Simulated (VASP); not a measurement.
A run of VASP 6.6.1:

File POSCAR:

```
CaHI
1.0
    4.0419975427      0.0000000000      0.0000000000
    0.0000000000      4.0419975427      0.0000000000
    0.0000000000      0.0000000000      9.0183407350
Ca H I
2 2 2
Direct
    0.0000000000      0.5000000000      0.1330758084
    0.5000000000      0.0000000000      0.8669241916
    0.0000000000      0.0000000000      0.0000000000
    0.5000000000      0.5000000000      0.0000000000
    0.0000000000      0.5000000000      0.6921326528
    0.5000000000      0.0000000000      0.3078673472
```

INCAR.step1

```
PREC = Accurate
ENCUT = 600
ISMEAR = 0
SIGMA = 0.02
LREAL = F
LASPH = T
NELM = 100
GGA = PE
ALGO = Normal
EDIFF = 1E-4
LWAVE = T
LCHARG = F
```

File INCAR.step2:

```
PREC = Accurate
ENCUT = 600
EDIFF = 1E-7
ISMEAR = 0
SIGMA = 0.02
LREAL = F
LASPH = T
NELM = 100
ALGO = Normal
ISIF = 3
LWAVE = F
LCHARG = F
METAGGA = R2SCAN
LMIXTAU = T
IBRION = 2
NSW = 100
EDIFFG = -0.005
ISTART = 1
```

File KPOINTS:

```
Automatic mesh
0
Gamma
  6 6 4
```

Potentials or basis: VASP PAW PBE potentials, release 64 (Ca_sv, H, I).

Run with:

```bash
$ cat potpaw_PBE.64/Ca_sv/POTCAR potpaw_PBE.64/H/POTCAR potpaw_PBE.64/I/POTCAR > POTCAR
$ cp INCAR.step1 INCAR
$ mpirun -np 1 vasp_std > vasp.out
$ cp INCAR.step2 INCAR
$ mpirun -np 1 vasp_std > vasp.out
```

Hardware: 1 thread of AMD EPYC 9R45 96-Core Processor (Zen 5), with other jobs on the host.

Estimate the wall time of this run.

Wall time 15 min on 1 thread of AMD EPYC 9R45 96-Core Processor (Zen 5), with other jobs on the host, peak memory 0.34 GiB. Counts: k points 30, ion steps 4.
